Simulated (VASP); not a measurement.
# ZrH5 (Fmm2) in VASP: single point with PBE

Aim: the single point of ZrH5 with PBE.

Program: VASP 6.6.1. These are calculated values, not measurements. Logs are shortened: lines on timing, memory, paths and dates and some standing lists are left out, and cuts for length are marked.

### Step 1. The cell of the first run

It takes space group Fmm2 (No. 42, orthorhombic). Conventional cell: a = 5.143 Å, b = 5.147 Å, c = 5.455 Å, α = 90.00°, β = 90.00°, γ = 90.00°. Zr (site symmetry mm2) has 13 H at 1.91 to 2.19 Å within 2.5 Å. H (site symmetry 1) has 3 H at 1.35 to 1.64 Å within 1.8 Å. Within 2.5 Å of H (site symmetry mm2) lie 12 H at 1.88 to 2.33 Å and 1 Zr at 1.91 Å.

### Step 2. Single point, PBE

INCAR

```
SYSTEM = ZrH5
ALGO = Normal
EDIFF = 1E-6
ENCUT = 500
GGA = PE
GGA_COMPAT = .FALSE.
ISIF = 2
ISMEAR = 0
LASPH = .TRUE.
LCHARG = .FALSE.
LREAL = .FALSE.
LWAVE = .FALSE.
NBANDS = 18
NELM = 120
PREC = Accurate
SIGMA = 0.2
```

KPOINTS

```
k-points
0
G
  5 5 5
  0 0 0
```

POSCAR

```
ZrH5
1.0
    0.0000000000      2.5716973483      2.7274082623
    2.5736431448      0.0000000000      2.7274082623
    2.5736431448      2.5716973483      0.0000000000
Zr H
1 5
Direct
    0.3365552840      0.3365552840      0.6634447160
   -0.0307129799      0.4201517977      0.3175338323
    0.4201517977     -0.0307129799      0.2930273499
    0.7069726501      0.6824661677      0.5798482023
    0.6824661677      0.7069726501      1.0307129799
    0.9868853703      0.9868853703      0.0131146297
```

Potentials or basis: VASP PAW PBE potentials, release 64 (Zr_sv, H).

Command:

```bash
$ cat potpaw_PBE.64/Zr_sv/POTCAR potpaw_PBE.64/H/POTCAR > POTCAR
$ mpirun -np 1 vasp_std > vasp.out
```

OUTCAR:

```text
SYSTEM = ZrH5
   EDIFF = 1E-6
   ENCUT = 500
   GGA = PE
   ISIF = 2
   ISMEAR = 0
   LASPH = .TRUE.
   LREAL = .FALSE.
   NELM = 120
   PREC = Accurate

 ion  position               nearest neighbor table
   1  0.337  0.337  0.663-   6 1.91   2 2.10   3 2.10   5 2.10   4 2.10   4 2.18   3 2.18   2 2.18
                             5 2.18   3 2.19   4 2.19   2 2.19   5 2.19
   2  0.969  0.420  0.318-   1 2.10   1 2.18   1 2.19
   3  0.420  0.969  0.293-   1 2.10   1 2.18   1 2.19
   4  0.707  0.682  0.580-   1 2.10   1 2.18   1 2.19
   5  0.682  0.707  0.031-   1 2.10   1 2.18   1 2.19
   6  0.987  0.987  0.013-   1 1.91

  LATTYP: Found a face centered orthorhombic cell.
 ALAT       =     5.1433946966
 B/A-ratio  =     1.0007566196
 C/A-ratio  =     1.0605479156

  Lattice vectors:

 A1 = (   2.5736431448,   0.0000000000,  -2.7274082623)
 A2 = (   0.0000000000,   2.5716973483,  -2.7274082623)
 A3 = (   2.5736431448,   2.5716973483,   0.0000000000)

Analysis of symmetry for initial positions (statically):
=====================================================================
 Subroutine PRICEL returns:
 Original cell was already a primitive cell.

 Routine SETGRP: Setting up the symmetry group for a
 face centered orthorhombic supercell.

 Subroutine GETGRP returns: Found  4 space group operations
 (whereof  4 operations were pure point group operations)
 out of a pool of  8 trial point group operations.

The static configuration has the point symmetry C_2v.

Analysis of symmetry for dynamics (positions and initial velocities):
=====================================================================
 Subroutine PRICEL returns:
 Original cell was already a primitive cell.

 Routine SETGRP: Setting up the symmetry group for a
 face centered orthorhombic supercell.

 Subroutine GETGRP returns: Found  4 space group operations
 (whereof  4 operations were pure point group operations)
 out of a pool of  8 trial point group operations.

The dynamic configuration has the point symmetry C_2v.

 Subroutine INISYM returns: Found  4 space group operations
 (whereof  4 operations are pure point group operations),
 and found     1 'primitive' translations

----------------------------------------------------------------------------------------

                                     Primitive cell

  volume of cell :      36.1034

  direct lattice vectors                    reciprocal lattice vectors
     0.000000000  2.571697348  2.727408262    -0.194277129  0.194424122  0.183324223
     2.573643145  0.000000000  2.727408262     0.194277129 -0.194424122  0.183324223
     2.573643145  2.571697348  0.000000000     0.194277129  0.194424122 -0.183324223

  length of vectors
     3.748650835  3.749985982  3.638305414     0.330381768  0.330381768  0.330381768

  position of ions in fractional coordinates (direct lattice)
     0.336555284  0.336555284  0.663444716
     0.969287020  0.420151798  0.317533832
     0.420151798  0.969287020  0.293027350
     0.706972650  0.682466168  0.579848202
     0.682466168  0.706972650  0.030712980
     0.986885370  0.986885370  0.013114630

  ion indices of the primitive-cell ions
   primitive index   ion index
                 1           1
                 2           2
                 3           3
                 4           4
                 5           5
                 6           6

----------------------------------------------------------------------------------------

 KPOINTS: k-points

Automatic generation of k-mesh.
 Grid dimensions read from file:
 generate k-points for:    5    5    5

 Generating k-lattice:

  Cartesian coordinates                     Fractional coordinates (reciprocal lattice)
    -0.038855426  0.038884824  0.036664845     0.200000000  0.000000000  0.000000000
     0.038855426 -0.038884824  0.036664845     0.000000000  0.200000000  0.000000000
     0.038855426  0.038884824 -0.036664845    -0.000000000 -0.000000000  0.200000000

  Length of vectors
     0.066076354  0.066076354  0.066076354

  Shift w.r.t. Gamma in fractional coordinates (k-lattice)
     0.000000000  0.000000000  0.000000000

 Subroutine IBZKPT returns following result:
 ===========================================

 Found     27 irreducible k-points:

 Following reciprocal coordinates:
            Coordinates               Weight
  0.000000  0.000000  0.000000      1.000000
  0.200000 -0.000000 -0.000000      8.000000
  0.400000 -0.000000 -0.000000      8.000000
  0.200000  0.200000  0.000000      2.000000
  0.400000  0.200000 -0.000000      8.000000
 -0.400000  0.200000  0.000000      8.000000
[... 16 lines left out ...]
 -0.400000  0.000000  0.400000      4.000000
 -0.400000  0.200000  0.400000      4.000000
 [... further k-points ...]
   k-points           NKPTS =     27   k-points in BZ     NKDIM =     27   number of bands    NBANDS=     18
   number of dos      NEDOS =    301   number of ions     NIONS =      6
   total plane-waves  NPLWV =  21952
   dimension x,y,z NGX =    28 NGY =   28 NGZ =   28
   dimension x,y,z NGXF=    56 NGYF=   56 NGZF=   56
   ions per type =               1   5
   NGX,Y,Z   is equivalent  to a cutoff of  12.42, 12.41, 12.79 a.u.
   NGXF,Y,Z  is equivalent  to a cutoff of  24.83, 24.83, 25.59 a.u.
 SYSTEM =  ZrH5
   PREC   = accura    normal or accurate (medium, high low for compatibility)
   ISTART =      0    job   : 0-new  1-cont  2-samecut
   ICHARG =      2    charge: 1-file 2-atom 10-const
   ISPIN  =      1    spin polarized calculation?
   LNONCOLLINEAR =      F non collinear calculations
   LSORBIT =      F    spin-orbit coupling
   LASPH  =      T    aspherical Exc in radial PAW
   ENCUT  =  500.0 eV  36.75 Ry    6.06 a.u.   6.83  6.84  6.63*2*pi/ulx,y,z
   NELM   =    120;   NELMIN=  2; NELMDL= -5     # of ELM steps
   EDIFF  = 0.1E-05   stopping-criterion for ELM
   LREAL  =      F    real-space projection
   EDIFFG = 0.1E-04   stopping-criterion for IOM
   NSW    =      0    number of steps for IOM
   IBRION =     -1    ionic relax: 0-MD 1-quasi-New 2-CG
   NFREE  =      0    steps in history (QN), initial steepest desc. (CG)
   ISIF   =      2    stress and relaxation
   ISYM   =      2    0-nonsym 1-usesym 2-fastsym
   POTIM  = 0.5000    time-step for ionic-motion
   TEBEG  =    0.0;   TEEND  =   0.0 temperature during run
   PSTRESS=    0.0 pullay stress
   NELECT =      17.0000    total number of electrons
   NUPDOWN=      -1.0000    fix difference up-down
   EMIN   =  10.00;   EMAX   =-10.00  energy-range for DOS
   EFERMI =   0.00;   METHOD = LEGACY
   ISMEAR =     0;   SIGMA  =   0.20  broadening in eV -4-tet -1-fermi 0-gaus
   EFERMI_NEDOS =   21; number of points for ismear=-14 and -15
   IALGO  =     38    algorithm
   IMIX   =      4    mixing-type and parameters
     AMIX     =   0.40;   BMIX     =  1.00
     AMIX_MAG =   1.60;   BMIX_MAG =  1.00
  volume/ion in A,a.u.               =       6.02        40.61
  Fermi-wavevector in a.u.,A,eV,Ry     =   1.273625  2.406803 22.070303  1.622122
  Thomas-Fermi vector in A             =   2.406438
   LORBIT       =      0    0 simple, 1 ext, 2 COOP (PROOUT), +10 PAW based schemes
   GGA     = PE    functional components
   LHFCALC =     F    Hartree Fock is set to
   AEXX    =    0.0000 exact exchange contribution
   IVDW    =     0    specifies the selected vdW correction
   LEPSILON=     F    determine dielectric tensor
   LRPA    =     F    only Hartree local field effects (RPA)
 non-spin polarized calculation
 Gauss-broadening in eV      SIGMA  =   0.20
  energy-cutoff  :      500.00
  volume of cell :       36.10
 maximum number of plane-waves:       929
   NGX = 13   NGY = 13   NGZ = 13

 number of electron      17.0000001 magnetization

 Free energy of the ion-electron system (eV)
  ---------------------------------------------------
  ext. energy  EPLUGINS =         0.00000000
  ---------------------------------------------------
  free energy    TOTEN  =       -24.52932302 eV

  energy without entropy =      -24.50842107  energy(sigma->0) =      -24.51887205

 E-fermi :   7.8329     XC(G=0): -11.1440

 val. band max:        7.7463900148   @ k =  -0.2000   0.2000   0.0000
 cond. band min:       7.8929858727   @ k =   0.4000  -0.2000   0.2000
 fundamental gap:      0.1465958579
 Fermi energy:         7.8329157410

 k-point     1 :       0.0000    0.0000    0.0000
  band No.  band energies     occupation
      1     -42.1279      2.00000
      2     -20.1069      2.00000
      3     -20.0863      2.00000
      4     -20.0418      2.00000
      5      -4.9596      2.00000
      6       4.1553      2.00000
[... 10 lines left out ...]
     17      21.0253      0.00000
     18      21.6358      0.00000

 k-point     2 :       0.2000   -0.0000   -0.0000
  band No.  band energies     occupation
      1     -42.1185      2.00000
      2     -20.2051      2.00000
      3     -20.1131      2.00000
      4     -20.0654      2.00000
      5      -4.2585      2.00000
      6       2.4040      2.00000
[... 10 lines left out ...]
     17      19.2629      0.00000
     18      20.0777      0.00000

 k-point     3 :       0.4000   -0.0000   -0.0000
  band No.  band energies     occupation
      1     -42.1031      2.00000
      2     -20.3913      2.00000
      3     -20.1407      2.00000
      4     -20.0837      2.00000
      5      -2.6362      2.00000
      6       0.3178      2.00000
[... 10 lines left out ...]
     17      18.6546      0.00000
     18      21.5540      0.00000

 k-point     4 :       0.2000    0.2000    0.0000
  band No.  band energies     occupation
      1     -42.1169      2.00000
      2     -20.2223      2.00000
      3     -20.1208      2.00000
      4     -20.0731      2.00000
      5      -4.1713      2.00000
      6       3.5031      2.00000
[... 375 lines left out ...]
      4     -20.1707      2.00000
      5      -2.2436      2.00000
      6       1.3847      2.00000
[... 10 lines left out ...]
     17      18.4086      0.00000
     18      21.4610      0.00000

 k-point    23 :      -0.4000    0.0000    0.4000
  band No.  band energies     occupation
      1     -42.0899      2.00000
      2     -20.3628      2.00000
      3     -20.2559      2.00000
      4     -20.1752      2.00000
      5      -1.8052      2.00000
      6       1.1986      2.00000
[... 10 lines left out ...]
     17      18.7157      0.00000
     18      22.3849      0.00000

 k-point    24 :      -0.4000    0.2000    0.4000
  band No.  band energies     occupation
      1     -42.0918      2.00000
      2     -20.3463      2.00000
      3     -20.2236      2.00000
      4     -20.1961      2.00000
      5      -1.7943      2.00000
      6       1.0367      2.00000
[... 10 lines left out ...]
     17      17.3126      0.00000
     18      20.7308      0.00000

 [... further k-points ...]
[... 5 lines left out ...]
  --------------------------------------------------------------------------------------
  -------------------------------------------------------------------------------------
  Total       -0.0352345     -0.0551928     -0.0042056      0.0000000      0.0000000      0.0000000
  in kB       -1.5636157     -2.4493140     -0.1866326      0.0000000      0.0000000      0.0000000
  external PRESSURE =      -1.3998541 kB  Pullay stress =       0.0000000 kB

 VOLUME and BASIS-vectors are now :
 -----------------------------------------------------------------------------
  energy-cutoff  :      500.00
  volume of cell :       36.10
      direct lattice vectors                 reciprocal lattice vectors
     0.000000000  2.571697348  2.727408262    -0.194277129  0.194424122  0.183324223
     2.573643145  0.000000000  2.727408262     0.194277129 -0.194424122  0.183324223
     2.573643145  2.571697348  0.000000000     0.194277129  0.194424122 -0.183324223

 POSITION                                       TOTAL-FORCE (eV/Angst)
 -----------------------------------------------------------------------------------
      2.57364      2.57170      1.83585        -0.000000      0.000000     -0.003207
      1.89854      3.30931      3.78957        -0.004647      0.007290      0.000756
      3.24875      1.83408      3.78957         0.004647     -0.007290      0.000756
      3.24875      3.30931      3.78957         0.004647      0.007290      0.000756
      1.89854      1.83408      3.78957        -0.004647     -0.007290      0.000756
      2.57364      2.57170      5.38328        -0.000000      0.000000      0.000184
 -----------------------------------------------------------------------------------
    total drift:                                0.000000      0.000000     -0.000030

  FREE ENERGIE OF THE ION-ELECTRON SYSTEM (eV)
  ---------------------------------------------------
  free  energy   TOTEN  =       -24.5293230222 eV

  energy  without entropy=      -24.5084210737  energy(sigma->0) =      -24.51887205
```

Wall time 19 s (1 thread of AMD EPYC 7R43 (Zen 3), shared host); peak memory 0.12 GiB.

Results:

```yaml
Free_energy: -24.5293 eV
Pressure: -0.1 GPa
Largest_force: 0.009 eV/Å
```

Forces on the atoms (eV/Å):
```
Zr   0.000  0.000 -0.003
H   -0.005  0.007  0.001
H    0.005 -0.007  0.001
H    0.005  0.007  0.001
H   -0.005 -0.007  0.001
H    0.000  0.000  0.000
```

Stress tensor (GPa, compression positive):
```
-0.16  0.00  0.00
 0.00 -0.24  0.00
 0.00  0.00 -0.02
```

Caveat: the k points lie up to 0.42 Å⁻¹ apart.
